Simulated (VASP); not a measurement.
# PtSe: single point with r2SCANh

The system is PtSe.

```
Pt Se
1.0
     0.00000    3.03745    3.03745
     3.03745    0.00000    3.03745
     3.03745    3.03745    0.00000
Pt Se
1 1
Direct
  0.00000 0.00000 0.00000
  0.25000 0.25000 0.25000
```

* Program: VASP 6.6.1
* Task: single point
* Functional: r2SCANh
* Potentials or basis: VASP PAW PBE potentials, release 64 (Pt, Se)
* Cutoff: 520 eV
* k mesh: 4 × 4 × 4
* Occupations: fermi-dirac, width 0.05 eV
* Spin: no spin polarisation

```yaml
Pressure: -14.0 GPa
Band_gap_on_the_k_mesh: zero (band 8 reaches 4.68 eV, above the bottom of band 9 at 1.54 eV)
```

Levels at points of the mesh, in eV from the Fermi level:
```
           k point  band 3  band 4  band 5  band 6  band 7  band 8  band 9  band 10  band 11  band 12
(0.00, 0.00, 0.00)   -4.79   -4.79   -2.48   -2.48    1.12    2.19    2.19     2.19     7.54     7.54
(0.50, 0.00, 0.00)   -4.50   -4.50   -2.34   -2.34   -2.04    0.87    0.87     3.26     8.45     8.45
(0.50, 0.50, 0.00)   -3.92   -3.92   -2.25   -2.20   -2.13   -0.95   -0.95     5.05     5.32     9.86
```

It took 2.7 min on 1 thread of AMD EPYC 9R45 96-Core Processor (Zen 5), with other jobs on the host, peak memory 0.17 GiB.

Caveat: the k points lie up to 0.45 Å⁻¹ apart; the PAW data sets were made with another functional, which shifts forces and pressure a little; spin-orbit coupling is left out, which moves the levels of the heavy elements.
